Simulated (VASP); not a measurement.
The system is K3H.

```
K H
1.0
     6.96960    0.00000    0.00000
    -3.48480    6.03585    0.00000
     0.00000    0.00000    5.59418
K H
6 2
Cartesian
  3.4848 4.0199 1.3985
  -1.7389 5.0279 4.1956
  1.7459 1.0080 1.3985
  0.0000 2.0160 4.1956
  5.2237 1.0080 1.3985
  1.7389 5.0279 4.1956
  0.0000 4.0239 1.3985
  3.4848 2.0120 4.1956
```

```yaml
Program: VASP 6.6.1
Task: relaxation of cell and atoms
Functional: PBE
Potentials_or_basis: VASP PAW PBE potentials, release 64 (K_sv, H)
Cutoff: 600 eV
k_mesh: 3 × 3 × 4
Occupations: gaussian, width 0.1 eV
Spin: no spin polarisation
```

At the start: pressure 5.9 GPa; volume 29.42 Å³/atom.

Task: Where does the relaxation end?

Result: Over 8 steps the energy falls by 256.9 meV/atom and the volume is 48.40 Å³/atom (+64.5 %); space group P6_3/mmc (No. 194, to 0.1 Å) before and after.

Step by step:
```
step  energy change (eV)  largest force (eV/Å)  pressure (GPa)  volume (Å³)
   1              0.0000                0.8183            5.94       235.33
   2             -1.2115                0.3961            3.02       274.48
   3             -1.9457                0.0358            0.81       335.05
   4             -2.0368                0.0600            0.26       363.87
   5             -2.0452                0.0934            0.08       376.79
   6             -2.0448                0.1009            0.04       380.08
   7             -2.0492                0.0834            0.01       381.85
   8             -2.0554                0.0279           -0.04       387.17
```

Final structure:
```
K H
1.0
     8.18406    0.00000    0.00000
    -4.09203    7.08761    0.00000
     0.00000    0.00000    6.67469
K H
6 2
Direct
  0.82464 0.64928 0.25000
  0.17536 0.82464 0.75000
  0.35072 0.17536 0.25000
  0.17536 0.35072 0.75000
  0.82464 0.17536 0.25000
  0.64928 0.82464 0.75000
  0.33333 0.66667 0.25000
  0.66667 0.33333 0.75000
```

Caveat: the volume moved by over 15 % at a fixed basis, so the end points are rough.
